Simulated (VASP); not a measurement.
Input of a VASP 6.6.1 run:

File INCAR:

```
SYSTEM = WC
PREC     = Accurate       ! precision mode
ENCUT    = 600            ! plane-wave cutoff, eV
EDIFF    = 1E-6           ! SCF threshold, eV
ISMEAR   = -1             ! smearing method
SIGMA    = 0.08           ! smearing width, eV
LREAL    = .FALSE.        ! projectors in reciprocal space
LASPH    = .TRUE.         ! aspherical terms in the spheres
NELM     = 100            ! most SCF steps
ALGO     = Normal         ! electronic algorithm
ISIF     = 3              ! what is computed and relaxed
LWAVE    = .FALSE.        ! write WAVECAR
LCHARG   = .FALSE.        ! write CHGCAR
GGA      = PE             ! functional
IBRION   = 2              ! ionic algorithm
NSW      = 60             ! ionic steps
EDIFFG   = -0.005         ! ionic threshold
PSTRESS  = 2800.0
```

KPOINTS

```
Automatic mesh
0
G
  16 16 16
  0 0 0
```

POSCAR

```
WC
1.0
    2.4211814530      0.0000000000      0.0000000000
    0.0000000000      2.4211814530      0.0000000000
    0.0000000000      0.0000000000      2.4211814530
W C
1 1
Direct
    0.0000000000      0.0000000000      0.0000000000
    0.5000000000      0.5000000000      0.5000000000
```

Potentials or basis: VASP PAW PBE potentials, release 64 (W_sv, C).

The run is started by

```bash
$ cat potpaw_PBE.64/W_sv/POTCAR potpaw_PBE.64/C/POTCAR > POTCAR
$ mpirun -np 1 vasp_std > vasp.out
```

Task: What does it give for the relaxed volume?

Result: 7.11 Å³/atom.

Task: Estimate the band gap on the k mesh.

Result: Zero (bands 9 and 10 overlap by 11.94 eV).

Task: What does it give for the relaxed cell?

Result: a = 2.423 Å, b = 2.423 Å, c = 2.423 Å, α = 90.00°, β = 90.00°, γ = 90.00°.

Task: Estimate the space group after relaxing (to 0.1 Å).

Result: Pm-3m (No. 221).

The path:
| step | energy change (eV) | largest force (eV/Å) | pressure (GPa) | volume (Å³) |
| --- | --- | --- | --- | --- |
| 1 | 0.0000 | 0.0000 | 282.45 | 14.19 |
| 2 | -0.3802 | 0.0000 | 261.48 | 14.42 |
| 3 | -0.0448 | 0.0000 | 280.01 | 14.22 |

Caveat: the cell is relaxed towards a set pressure, so the run minimises the enthalpy, not the energy; spin-orbit coupling is left out, which moves the levels of the heavy elements.
